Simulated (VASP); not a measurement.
# Ir (Fm-3m) in VASP: further runs

Ir is run at these levels: r2SCAN; tasks: single point.

Program: VASP 6.6.1. These are calculated values, not measurements. Logs are shortened: lines on timing, memory, paths and dates and some standing lists are left out, and cuts for length are marked.

## Step 1: The cell of the first run

It takes space group Fm-3m (No. 225, cubic). Conventional cell: a = 3.831 Å, b = 3.831 Å, c = 3.831 Å, α = 90.00°, β = 90.00°, γ = 90.00°. Ir (site symmetry m-3m) has 12 Ir at 2.71 Å within 3.6 Å.

## Step 2: Single point, r2SCAN

The input, INCAR:

```
SYSTEM = Ir
METAGGA = R2SCAN
ISMEAR = -5
LWAVE = .False.
LCHARG = .False.
NBANDS = 18
PREC = Accurate
LASPH = .True.
LREAL = .False.
ALGO = Normal
EDIFF = 1E-6
NELM = 120
GGA_COMPAT = .False.
ENCUT = 240
LMIXTAU = .True.
LMAXMIX = 4
NEDOS = 2001
LORBIT = 11
```

The input, KPOINTS:

```
Automatic mesh
0
Gamma
  16 16 16
  0 0 0
```

The input, POSCAR:

```
Ir
1.0
    0.0000000000      1.9156000000      1.9156000000
    1.9156000000      0.0000000000      1.9156000000
    1.9156000000      1.9156000000      0.0000000000
Ir
1
Direct
    0.0000000000      0.0000000000      0.0000000000
```

Potentials or basis: VASP PAW PBE potentials, release 64 (Ir).

Run with:

```console
> cat potpaw_PBE.64/Ir/POTCAR > POTCAR
> mpirun -np 1 vasp_std > vasp.out
```

OUTCAR:

```text
SYSTEM = Ir
   METAGGA = R2SCAN
   ISMEAR = -5
   PREC = Accurate
   LASPH = .True.
   LREAL = .False.
   EDIFF = 1E-6
   NELM = 120
   ENCUT = 240
   LORBIT = 11

 Found    145 irreducible k-points:

 Following reciprocal coordinates:
            Coordinates               Weight
  0.000000  0.000000  0.000000      1.000000
  0.062500  0.000000  0.000000      8.000000
  0.125000  0.000000  0.000000      8.000000
  0.187500  0.000000  0.000000      8.000000
  0.250000  0.000000  0.000000      8.000000
  0.312500  0.000000  0.000000      8.000000
   k-points           NKPTS =    145   k-points in BZ     NKDIM =    145   number of bands    NBANDS=     18
   number of dos      NEDOS =   2001   number of ions     NIONS =      1
   total plane-waves  NPLWV =   2744
   dimension x,y,z NGX =    14 NGY =   14 NGZ =   14
   dimension x,y,z NGXF=    28 NGYF=   28 NGZF=   28
   ions per type =               1
   NGX,Y,Z   is equivalent  to a cutoff of   8.59,  8.59,  8.59 a.u.
   NGXF,Y,Z  is equivalent  to a cutoff of  17.18, 17.18, 17.18 a.u.
 SYSTEM =  Ir
   PREC   = accura    normal or accurate (medium, high low for compatibility)
   ISTART =      0    job   : 0-new  1-cont  2-samecut
   ICHARG =      2    charge: 1-file 2-atom 10-const
   ISPIN  =      1    spin polarized calculation?
   LNONCOLLINEAR =      F non collinear calculations
   LSORBIT =      F    spin-orbit coupling
   LASPH  =      T    aspherical Exc in radial PAW
   ENCUT  =  240.0 eV  17.64 Ry    4.20 a.u.   3.42  3.42  3.42*2*pi/ulx,y,z
   NELM   =    120;   NELMIN=  2; NELMDL= -5     # of ELM steps
   EDIFF  = 0.1E-05   stopping-criterion for ELM
   LREAL  =      F    real-space projection
   EDIFFG = 0.1E-04   stopping-criterion for IOM
   NSW    =      0    number of steps for IOM
   IBRION =     -1    ionic relax: 0-MD 1-quasi-New 2-CG
   NFREE  =      0    steps in history (QN), initial steepest desc. (CG)
   ISIF   =      2    stress and relaxation
   ISYM   =      2    0-nonsym 1-usesym 2-fastsym
   POTIM  = 0.5000    time-step for ionic-motion
   TEBEG  =    0.0;   TEEND  =   0.0 temperature during run

   SCALEE = 1.0000    scale energy and forces
   PSTRESS=    0.0 pullay stress
   NELECT =       9.0000    total number of electrons
   NUPDOWN=      -1.0000    fix difference up-down
   EMIN   =  10.00;   EMAX   =-10.00  energy-range for DOS
   EFERMI =   0.00;   METHOD = LEGACY
   ISMEAR =    -5;   SIGMA  =   0.20  broadening in eV -4-tet -1-fermi 0-gaus
   EFERMI_NEDOS =   21; number of points for ismear=-14 and -15
   IALGO  =     38    algorithm
   IMIX   =      4    mixing-type and parameters
     AMIX     =   0.40;   BMIX     =  1.00
     AMIX_MAG =   1.60;   BMIX_MAG =  1.00
  volume/ion in A,a.u.               =      14.06        94.87
  Fermi-wavevector in a.u.,A,eV,Ry     =   1.410937  2.666284 27.085691  1.990742
  Thomas-Fermi vector in A             =   2.532839
   LORBIT       =     11    0 simple, 1 ext, 2 COOP (PROOUT), +10 PAW based schemes
   METAGGA = R2SCAN    functional components
   LHFCALC =     F    Hartree Fock is set to
   AEXX    =    0.0000 exact exchange contribution
   IVDW    =     0    specifies the selected vdW correction
   LEPSILON=     F    determine dielectric tensor
   LRPA    =     F    only Hartree local field effects (RPA)

   CSHIFT  =0.1000    complex shift for real part using Kramers Kronig

   OMEGAMAX=  -1.0    maximum frequency
 non-spin polarized calculation
 Fermi weights with tetrahedron method with Bloechl corrections
  energy-cutoff  :      240.00
  volume of cell :       14.06
 maximum number of plane-waves:       129
 NGX is ok and might be reduce to    14
   NGX =  7   NGY =  7   NGZ =  7

 number of electron       9.0000003 magnetization

 Free energy of the ion-electron system (eV)
  ---------------------------------------------------
  ext. energy  EPLUGINS =         0.00000000
  ---------------------------------------------------
  free energy    TOTEN  =       -52.36784112 eV

  energy without entropy =      -52.36784112  energy(sigma->0) =      -52.36784112

 E-fermi :  10.2925     XC(G=0): -15.3714

 val. band max:       10.4474679367   @ k =   0.5000   0.4375   0.0000
 cond. band min:      10.2641829983   @ k =   0.4375   0.1250   0.0625
 fundamental gap:     -0.1832849384
 Fermi energy:        10.2925447509

 k-point     1 :       0.0000    0.0000    0.0000
  band No.  band energies     occupation
      1      -1.3088      2.00000
      2       6.2553      2.00000
      3       6.2553      2.00000
      4       6.2553      2.00000
      5       8.9961      2.00000
      6       8.9961      2.00000
[... 8 lines left out ...]
     15      45.3124      0.00000
     16      45.3124      0.00000

 k-point     2 :       0.0625    0.0000    0.0000
  band No.  band energies     occupation
      1      -1.1260      2.00000
      2       6.1568      2.00000
      3       6.3348      2.00000
      4       6.3348      2.00000
      5       8.9456      2.00000
      6       8.9456      2.00000
[... 8 lines left out ...]
     15      44.2230      0.00000
     16      44.7713      0.00000

 k-point     3 :       0.1250    0.0000    0.0000
  band No.  band energies     occupation
      1      -0.6024      2.00000
      2       5.9154      2.00000
      3       6.5321      2.00000
      4       6.5321      2.00000
      5       8.8491      2.00000
      6       8.8491      2.00000
[... 8 lines left out ...]
     15      43.3572      0.00000
     16      43.5636      0.00000

 k-point     4 :       0.1875    0.0000    0.0000
  band No.  band energies     occupation
      1       0.1733      2.00000
      2       5.6853      2.00000
      3       6.7091      2.00000
      4       6.7091      2.00000
      5       8.8764      2.00000
      6       8.8764      2.00000
[... 8 lines left out ...]
     15      43.1713      0.00000
     16      43.1744      0.00000

 k-point     5 :       0.2500    0.0000    0.0000
  band No.  band energies     occupation
      1       1.0016      2.00000
      2       5.7201      2.00000
      3       6.6977      2.00000
      4       6.6977      2.00000
      5       9.2157      2.00000
      6       9.2157      2.00000
[... 8 lines left out ...]
     15      43.0981      0.00000
     16      43.1207      0.00000

 k-point     6 :       0.3125    0.0000    0.0000
  band No.  band energies     occupation
      1       1.5814      2.00000
      2       6.3275      2.00000
      3       6.5197      2.00000
      4       6.5197      2.00000
      5       9.8286      2.04134
      6       9.8286      1.94323
[... 8 lines left out ...]
     15      43.0821      0.00000
     16      43.2541      0.00000

 [... further k-points ...]

 [bands above 16 left out]

------------------------ aborting loop because EDIFF is reached ----------------------------------------

  FORCE on cell =-STRESS in cart. coord.  units (eV):
  Direction    XX          YY          ZZ          XY          YZ          ZX
  --------------------------------------------------------------------------------------
  -------------------------------------------------------------------------------------
  Total        0.5708499      0.5708499      0.5708499      0.0000000      0.0000000      0.0000000
  in kB       65.0561063     65.0561063     65.0561063      0.0000000      0.0000000      0.0000000
  external PRESSURE =      65.0561063 kB  Pullay stress =       0.0000000 kB

 VOLUME and BASIS-vectors are now :
 -----------------------------------------------------------------------------
  energy-cutoff  :      240.00
  volume of cell :       14.06
      direct lattice vectors                 reciprocal lattice vectors
     0.000000000  1.915600000  1.915600000    -0.261014826  0.261014826  0.261014826
     1.915600000  0.000000000  1.915600000     0.261014826 -0.261014826  0.261014826
     1.915600000  1.915600000  0.000000000     0.261014826  0.261014826 -0.261014826

 POSITION                                       TOTAL-FORCE (eV/Angst)
 -----------------------------------------------------------------------------------
      0.00000      0.00000      0.00000         0.000000      0.000000      0.000000
 -----------------------------------------------------------------------------------
    total drift:                               -0.000000     -0.000000     -0.000000

  FREE ENERGIE OF THE ION-ELECTRON SYSTEM (eV)
  ---------------------------------------------------
  free  energy   TOTEN  =       -52.3678411204 eV

  energy  without entropy=      -52.3678411204  energy(sigma->0) =      -52.36784112

 total charge

# of ion       s       p       d       tot
------------------------------------------
    1        0.682   0.755   6.955   8.392
```

OSZICAR:

```text
N       E                     dE             d eps       ncg     rms          rms(c)
DAV:   1    -0.136587817267E+02   -0.13659E+02   -0.22975E+03  5536   0.239E+02
DAV:   2    -0.540674792632E+02   -0.40409E+02   -0.37978E+02  6808   0.100E+02
DAV:   3    -0.546711713518E+02   -0.60369E+00   -0.60151E+00  6874   0.132E+01
DAV:   4    -0.546725446215E+02   -0.13733E-02   -0.13703E-02  6500   0.629E-01
DAV:   5    -0.546725489640E+02   -0.43425E-05   -0.43311E-05  6184   0.333E-02    0.155E+01
DAV:   6    -0.519076584248E+02    0.27649E+01   -0.16189E+00  7378   0.835E+00    0.539E+00
DAV:   7    -0.522365917559E+02   -0.32893E+00   -0.25073E-01  5654   0.224E+00    0.358E+00
DAV:   8    -0.520575721789E+02    0.17902E+00   -0.30142E-01  5794   0.194E+00    0.133E+00
DAV:   9    -0.523607868302E+02   -0.30321E+00   -0.96565E-02  5450   0.109E+00    0.270E-01
DAV:  10    -0.523671873694E+02   -0.64005E-02   -0.33629E-03  6326   0.240E-01    0.953E-02
DAV:  11    -0.523647104523E+02    0.24769E-02   -0.13337E-03  5614   0.209E-01    0.807E-02
DAV:  12    -0.523676867810E+02   -0.29763E-02   -0.11559E-03  5356   0.154E-01    0.242E-02
DAV:  13    -0.523678092168E+02   -0.12244E-03   -0.25856E-04  5540   0.663E-02    0.178E-02
DAV:  14    -0.523678248495E+02   -0.15633E-04   -0.38622E-06  6232   0.934E-03    0.132E-02
DAV:  15    -0.523678404011E+02   -0.15552E-04   -0.45411E-06  5506   0.101E-02    0.803E-03
DAV:  16    -0.523678411204E+02   -0.71931E-06   -0.27285E-06  5480   0.742E-03
   1 F= -.52367841E+02 E0= -.52367841E+02  d E =0.000000E+00
```

Run time: 16 s. Hardware: 1 thread of Intel Xeon 6975P-C (Granite Rapids), shared host; peak memory 0.12 GiB.

What came out:

- Free energy: -52.3678 eV
- Band gap on the k mesh: zero (an odd number of electrons rules out a gap without spin polarisation)
- Valence electrons inside the program's atomic spheres: Ir 8.39
- Density of states at the Fermi level: 0.86 states/eV/atom

Caveat: the cutoff is under 1.25 times the usual one of these potentials, so pressure, stress and relaxed cells hold a basis-set (Pulay) error; the PAW data sets were made with another functional, which shifts forces and pressure a little; spin-orbit coupling is left out, which moves the levels of the heavy elements; tetrahedron occupations give inexact forces and stress in metals.

## Step 3: Single point, r2SCAN

INCAR, as its differences from that of step 2:

```diff
@@ -13,6 +13,6 @@
 GGA_COMPAT = .False.
-ENCUT = 240
+ENCUT = 420
 LMIXTAU = .True.
 LMAXMIX = 4
-NEDOS = 2001
+NEDOS = 4001
 LORBIT = 11
```

The input, KPOINTS:

```
Automatic mesh
0
Gamma
  36 36 36
  0 0 0
```

POSCAR is that of step 2.

Potentials or basis: VASP PAW PBE potentials, release 64 (Ir).

Run with:

```console
> cat potpaw_PBE.64/Ir/POTCAR > POTCAR
> mpirun -np 1 vasp_std > vasp.out
```

OUTCAR:

```text
SYSTEM = Ir
   METAGGA = R2SCAN
   ISMEAR = -5
   PREC = Accurate
   LASPH = .True.
   LREAL = .False.
   EDIFF = 1E-6
   NELM = 120
   ENCUT = 420
   LORBIT = 11

 ion  position               nearest neighbor table
   1  0.000  0.000  0.000-

  LATTYP: Found a face centered cubic cell.
 ALAT       =     3.8312000000

  Lattice vectors:

 A1 = (   0.0000000000,   1.9156000000,   1.9156000000)
 A2 = (   1.9156000000,   0.0000000000,   1.9156000000)
 A3 = (   1.9156000000,   1.9156000000,   0.0000000000)

Analysis of symmetry for initial positions (statically):
=====================================================================
 Subroutine PRICEL returns:
 Original cell was already a primitive cell.

 Routine SETGRP: Setting up the symmetry group for a
 face centered cubic supercell.

 Subroutine GETGRP returns: Found 48 space group operations
 (whereof 48 operations were pure point group operations)
 out of a pool of 48 trial point group operations.

The static configuration has the point symmetry O_h .

Analysis of symmetry for dynamics (positions and initial velocities):
=====================================================================
 Subroutine PRICEL returns:
[... 168 lines left out ...]
 Fermi energy:        10.2764679855

 k-point     1 :       0.0000    0.0000    0.0000
  band No.  band energies     occupation
      1      -1.3119      2.00000
      2       6.2476      2.00000
      3       6.2476      2.00000
      4       6.2476      2.00000
      5       8.9873      2.00000
      6       8.9873      2.00000
[... 433 lines left out ...]
      3       6.5563      2.00000
      4       6.5727      2.00000
      5       8.6904      2.00000
      6       8.9655      2.00000
[... 8 lines left out ...]
     15      43.2115      0.00000
     16      43.2609      0.00000

 [... further k-points ...]

 [bands above 16 left out]

------------------------ aborting loop because EDIFF is reached ----------------------------------------

  FORCE on cell =-STRESS in cart. coord.  units (eV):
  Direction    XX          YY          ZZ          XY          YZ          ZX
  --------------------------------------------------------------------------------------
  -------------------------------------------------------------------------------------
  Total        0.5731944      0.5731944      0.5731944      0.0000000      0.0000000      0.0000000
  in kB       65.3232936     65.3232936     65.3232936      0.0000000      0.0000000      0.0000000
  external PRESSURE =      65.3232936 kB  Pullay stress =       0.0000000 kB

 VOLUME and BASIS-vectors are now :
 -----------------------------------------------------------------------------
  energy-cutoff  :      420.00
  volume of cell :       14.06
      direct lattice vectors                 reciprocal lattice vectors
     0.000000000  1.915600000  1.915600000    -0.261014826  0.261014826  0.261014826
     1.915600000  0.000000000  1.915600000     0.261014826 -0.261014826  0.261014826
     1.915600000  1.915600000  0.000000000     0.261014826  0.261014826 -0.261014826

 POSITION                                       TOTAL-FORCE (eV/Angst)
 -----------------------------------------------------------------------------------
      0.00000      0.00000      0.00000         0.000000     -0.000000     -0.000000
 -----------------------------------------------------------------------------------
    total drift:                                0.000000     -0.000000     -0.000000

  FREE ENERGIE OF THE ION-ELECTRON SYSTEM (eV)
  ---------------------------------------------------
  free  energy   TOTEN  =       -52.3618209769 eV

  energy  without entropy=      -52.3618209769  energy(sigma->0) =      -52.36182098

 total charge

# of ion       s       p       d       tot
------------------------------------------
    1        0.681   0.752   6.980   8.412
```

OSZICAR:

```text
N       E                     dE             d eps       ncg     rms          rms(c)
DAV:   1     0.438593736022E+01    0.43859E+01   -0.34008E+03 45154   0.392E+02
DAV:   2    -0.533768903985E+02   -0.57763E+02   -0.53466E+02 53426   0.135E+02
DAV:   3    -0.546666971989E+02   -0.12898E+01   -0.12827E+01 62822   0.218E+01
DAV:   4    -0.546712697987E+02   -0.45726E-02   -0.45704E-02 54504   0.126E+00
DAV:   5    -0.546712867290E+02   -0.16930E-04   -0.16931E-04 54488   0.752E-02    0.161E+01
DAV:   6    -0.519055388215E+02    0.27657E+01   -0.15996E+00 62242   0.888E+00    0.541E+00
DAV:   7    -0.522295307099E+02   -0.32399E+00   -0.24237E-01 49196   0.237E+00    0.352E+00
DAV:   8    -0.520689943457E+02    0.16054E+00   -0.26497E-01 49562   0.195E+00    0.117E+00
DAV:   9    -0.523548944274E+02   -0.28590E+00   -0.77913E-02 47050   0.102E+00    0.280E-01
DAV:  10    -0.523608613254E+02   -0.59669E-02   -0.38060E-03 55522   0.268E-01    0.106E-01
DAV:  11    -0.523585405868E+02    0.23207E-02   -0.14592E-03 48100   0.223E-01    0.105E-01
DAV:  12    -0.523616677257E+02   -0.31271E-02   -0.12340E-03 45990   0.167E-01    0.236E-02
DAV:  13    -0.523617906503E+02   -0.12292E-03   -0.25026E-04 47582   0.709E-02    0.175E-02
DAV:  14    -0.523618082290E+02   -0.17579E-04   -0.53372E-06 51586   0.120E-02    0.116E-02
DAV:  15    -0.523618202877E+02   -0.12059E-04   -0.21848E-06 48472   0.848E-03    0.847E-03
DAV:  16    -0.523618209769E+02   -0.68922E-06   -0.18326E-06 47010   0.687E-03
   1 F= -.52361821E+02 E0= -.52361821E+02  d E =0.000000E+00
```

Run time: 7.6 min. Hardware: 1 thread of Intel Xeon 6975P-C (Granite Rapids), shared host; peak memory 0.3 GiB.

Results:

```yaml
Free_energy: -52.3618 eV
Pressure: 6.5 GPa
Valence_electrons_inside_the_program's_atomic_spheres: Ir 8.41
Density_of_states_at_the_Fermi_level: 0.85 states/eV/atom
```

Caveat: the cell stands under pressure; the PAW data sets were made with another functional, which shifts forces and pressure a little; spin-orbit coupling is left out, which moves the levels of the heavy elements; tetrahedron occupations give inexact forces and stress in metals.
